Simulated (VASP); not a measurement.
Bi2Te3, 5 atoms in the cell. It takes space group R-3m (No. 166, trigonal). Conventional cell: a = 4.383 Å, b = 4.383 Å, c = 30.252 Å, α = 90.00°, β = 90.00°, γ = 120.00°. Within 4.0 Å of Bi (site symmetry 3m) lie 6 Te at 3.06 to 3.24 Å. Te (site symmetry -3m) has 6 Bi at 3.24 Å and 12 Te at 4.38 to 4.52 Å within 4.6 Å. Te (site symmetry 3m) has 3 Bi at 3.06 Å and 3 Te at 3.63 Å within 4.0 Å. 

| Property | Result |
| --- | --- |
| Program | VASP 6.6.1 |
| Task | band structure |
| Functional | PBE |
| Potentials or basis | VASP PAW PBE potentials, release 64 (Bi_d, Te) |
| Cutoff | 520 eV |
| k mesh | 7 × 7 × 7 |
| Occupations | gaussian, width 0.03 eV |
| Spin | no spin polarisation |
| Further INCAR settings | ALGO = Fast; EDIFF = 1e-06 |

Potentials or basis: VASP PAW PBE potentials, release 64 (Bi_d, Te).

Command:

```console
$ cat potpaw_PBE.64/Bi_d/POTCAR potpaw_PBE.64/Te/POTCAR > POTCAR
$ mpirun -np 2 vasp_std > vasp.out
```

Hardware: 2 MPI ranks on Intel(R) Xeon(R) 6975P-C (Granite Rapids), on a shared host.

How long does it take, and how much memory?

Run time: 25 min on 2 MPI ranks on Intel(R) Xeon(R) 6975P-C (Granite Rapids) (shared host), peak memory 1 GiB a rank. Counts: k points 44.
